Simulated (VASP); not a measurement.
# Rh (Fm-3m) in VASP: further runs, part 2 of 2

VASP 6.6.1. The steps go on from the part before.

## Step 5: Relaxation of cell and atoms, r2SCAN, collinear spin, ferromagnetic start

This run uses another cell than the first one, of 13.75 Å³/atom.

File POSCAR:

```
Rh
1.0
    0.0000000000      1.9015500000      1.9015500000
    1.9015500000      0.0000000000      1.9015500000
    1.9015500000      1.9015500000      0.0000000000
Rh
1
Direct
    0.0000000000      0.0000000000      0.0000000000
```

File INCAR.step1:

```
SYSTEM = Rh
PREC = Accurate
ENCUT = 550
ISMEAR = -1
SIGMA = 0.05
LREAL = .False.
LASPH = .True.
NELM = 200
ISPIN = 2
MAGMOM = 1
LMAXMIX = 4
GGA = PE
ALGO = Normal
EDIFF = 1E-5
LWAVE = .True.
LCHARG = .False.
GGA_COMPAT = .False.
IBRION = 2
ISIF = 3
EDIFFG = -0.005
NELMIN = 4
NSW = 100
```

File INCAR.step2:

```
SYSTEM = Rh
PREC = Accurate
ENCUT = 550
EDIFF = 1E-7
ISMEAR = -1
SIGMA = 0.05
LREAL = .False.
LASPH = .True.
NELM = 200
ALGO = Normal
ISIF = 3
LWAVE = .False.
LCHARG = .False.
ISPIN = 2
MAGMOM = 1
LORBIT = 11
LMAXMIX = 4
METAGGA = R2SCAN
LMIXTAU = .True.
IBRION = 2
NSW = 80
EDIFFG = -0.01
ISTART = 1
GGA_COMPAT = .False.
NELMIN = 4
```

File KPOINTS:

```
Automatic mesh
0
Gamma
  14 14 14
  0 0 0
```

Potentials or basis: VASP PAW PBE potentials, release 64 (Rh_pv).

Started as:

```console
> cat potpaw_PBE.64/Rh_pv/POTCAR > POTCAR
> cp INCAR.step1 INCAR
> mpirun -np 1 vasp_std > vasp.out
> cp INCAR.step2 INCAR
> mpirun -np 1 vasp_std > vasp.out
```

OUTCAR:

```text
SYSTEM = Rh
   PREC = Accurate
   ENCUT = 550
   EDIFF = 1E-7
   ISMEAR = -1
   LREAL = .False.
   LASPH = .True.
   NELM = 200
   ISIF = 3
   ISPIN = 2
   LORBIT = 11
   METAGGA = R2SCAN
   IBRION = 2
   NSW = 80
   EDIFFG = -0.01
   ISTART = 1
   NELMIN = 4

 ion  position               nearest neighbor table
   1  0.000  0.000  0.000-

  LATTYP: Found a face centered cubic cell.
 ALAT       =     3.8031000000

  Lattice vectors:

 A1 = (   0.0000000000,   1.9015500000,   1.9015500000)
 A2 = (   1.9015500000,   0.0000000000,   1.9015500000)
 A3 = (   1.9015500000,   1.9015500000,   0.0000000000)

Analysis of symmetry for initial positions (statically):
=====================================================================
 Subroutine PRICEL returns:
 Original cell was already a primitive cell.

 Routine SETGRP: Setting up the symmetry group for a
 face centered cubic supercell.

 Subroutine GETGRP returns: Found 48 space group operations
 (whereof 48 operations were pure point group operations)
[... 280 lines left out ...]
      7       8.5442      1.00000
      8      10.6391      1.00000
      9      10.6391      1.00000
     10      28.4149      0.00000
     11      29.1220      0.00000
     12      34.1521      0.00000
[... 333 lines left out ...]
      1     -36.4634      1.00000
      2     -36.1795      1.00000
      3     -36.1711      1.00000
      4       5.8670      1.00000
      5       7.4998      1.00000
      6       8.8759      1.00000
      7       9.4728      1.00000
      8      10.7798      1.00000
      9      11.4050      0.99633
     10      28.4278      0.00000
     11      29.1233      0.00000
     12      30.9080      0.00000

 [... further k-points ...]

 spin component 2

 k-point     1 :       0.0000    0.0000    0.0000
  band No.  band energies     occupation
      1     -36.0709      1.00000
      2     -36.0709      1.00000
      3     -36.0709      1.00000
      4       3.5359      1.00000
      5       8.5442      1.00000
      6       8.5442      1.00000
      7       8.5442      1.00000
      8      10.6391      1.00000
      9      10.6391      1.00000
     10      28.4149      0.00000
     11      29.1220      0.00000
     12      34.1521      0.00000
[... 373 lines left out ...]
  FREE ENERGIE OF THE ION-ELECTRON SYSTEM (eV)
  ---------------------------------------------------
  free  energy   TOTEN  =       -24.1428680385 eV

  energy  without entropy=      -24.1329315832  energy(sigma->0) =      -24.13789981

 reached required accuracy - stopping structural energy minimisation

 total charge

# of ion       s       p       d       tot
------------------------------------------
    1        0.424   6.295   7.100  13.818

 magnetization (x)

# of ion       s       p       d       tot
------------------------------------------
    1        0.000   0.000  -0.000  -0.000
```

OUTCAR.step1:

```text
SYSTEM = Rh
   PREC = Accurate
   ENCUT = 550
   ISMEAR = -1
   LREAL = .False.
   LASPH = .True.
   NELM = 200
   ISPIN = 2
   GGA = PE
   EDIFF = 1E-5
   IBRION = 2
   ISIF = 3
   EDIFFG = -0.005
[... 662 lines left out ...]
  band No.  band energies     occupation
      1     -34.8249      1.00000
      2     -34.8249      1.00000
      3     -34.8249      1.00000
      4       3.7075      1.00000
      5       8.5380      1.00000
      6       8.5380      1.00000
      7       8.5380      1.00000
      8      10.5525      1.00000
      9      10.5525      1.00000
     10      27.5145      0.00000
     11      32.1246      0.00000
     12      32.8496      0.00000
[... 373 lines left out ...]
  FREE ENERGIE OF THE ION-ELECTRON SYSTEM (eV)
  ---------------------------------------------------
  free  energy   TOTEN  =        -7.2635152854 eV

  energy  without entropy=       -7.2529773797  energy(sigma->0) =       -7.25824633

 reached required accuracy - stopping structural energy minimisation
```

OSZICAR.step1:

```text
N       E                     dE             d eps       ncg     rms          rms(c)
DAV:   1     0.120952573148E+03    0.12095E+03   -0.98334E+03  5008   0.146E+03
DAV:   2    -0.616653599185E+01   -0.12712E+03   -0.12183E+03  5232   0.381E+02
DAV:   3    -0.765092689146E+01   -0.14844E+01   -0.14788E+01  5752   0.463E+01
DAV:   4    -0.765905614310E+01   -0.81293E-02   -0.81284E-02  5500   0.353E+00
[... 21 lines left out ...]
DAV:   3    -0.726169273283E+01    0.48898E-02   -0.17768E-02  5384   0.176E+00    0.642E-01
DAV:   4    -0.726342715579E+01   -0.17344E-02   -0.46489E-03  5100   0.902E-01    0.811E-02
DAV:   5    -0.726355158794E+01   -0.12443E-03   -0.13700E-04  5940   0.160E-01    0.270E-02
DAV:   6    -0.726351530512E+01    0.36283E-04   -0.84897E-06  4024   0.425E-02    0.230E-03
DAV:   7    -0.726351528536E+01    0.19766E-07   -0.20696E-07  2800   0.586E-03
   3 F= -.72635153E+01 E0= -.72582463E+01  d E =-.521607E-02  mag=    -0.0000
```

It took 14 min on 1 thread of Oxide Virtual Turin-like, shared host; peak memory 0.15 GiB.

Results:

```yaml
Free_energy: -24.1429 eV
Relaxed_volume: 13.78 Å³/atom
Relaxed_cell: a = 2.691 Å, b = 2.691 Å, c = 2.691 Å, α = 60.00°, β = 60.00°, γ = 60.00°
Space_group_after_relaxing_to_0.1_Å: Fm-3m (No. 225)
Energy_gained_by_relaxing: 0.0 meV/atom
Ionic_steps: 3
Pressure_after_relaxing: 0.0 GPa
Net_moment: 0.00 μB per cell
Valence_electrons_inside_the_program's_atomic_spheres: Rh 13.82
```

Final structure:
```
Rh
1.0
     0.00000    1.90269    1.90269
     1.90269    0.00000    1.90269
     1.90269    1.90269    0.00000
Rh
1
Direct
  0.00000 0.00000 0.00000
```

Caveat: the PAW data sets were made with another functional, which shifts forces and pressure a little.

## Step 6: The runs side by side

| task | cell | k mesh | cutoff (eV) | gap on the mesh (eV) | pressure (GPa) | moment (μB) |
| --- | --- | --- | --- | --- | --- | --- |
| single point | a = 2.791 Å, angles 60.0°, 1 atom | 23 × 23 × 23 | 520 | none | -23.1 | 0.00 |
| single point | a = 2.687 Å, angles 60.0°, 1 atom | 14 × 14 × 14 | 550 | none | 1.1 | 0.00 |
| single point | a = 2.687 Å, angles 60.0°, 1 atom | 23 × 23 × 23 | 550 | none | 1.1 | 0.00 |
| relaxation of cell and atoms | relaxed from a = 2.689 Å, angles 60.0°, 1 atom | 14 × 14 × 14 | 550 | none | 0.0 | 0.00 |

Alike in all rows: level r2SCAN; potentials or basis VASP PAW PBE potentials, release 64 (Rh_pv); spin collinear, ferromagnetic start; smearing fermi-dirac 0.05 eV.

Caveats: the PAW data sets were made with another functional, which shifts forces and pressure a little; an empty level that is flat over the whole mesh can mark a ghost state of the potentials, or a narrow d or f band (at least some runs); the cell stands under tension (at least some runs).

Absolute energies hang on the potentials; compare differences alone.
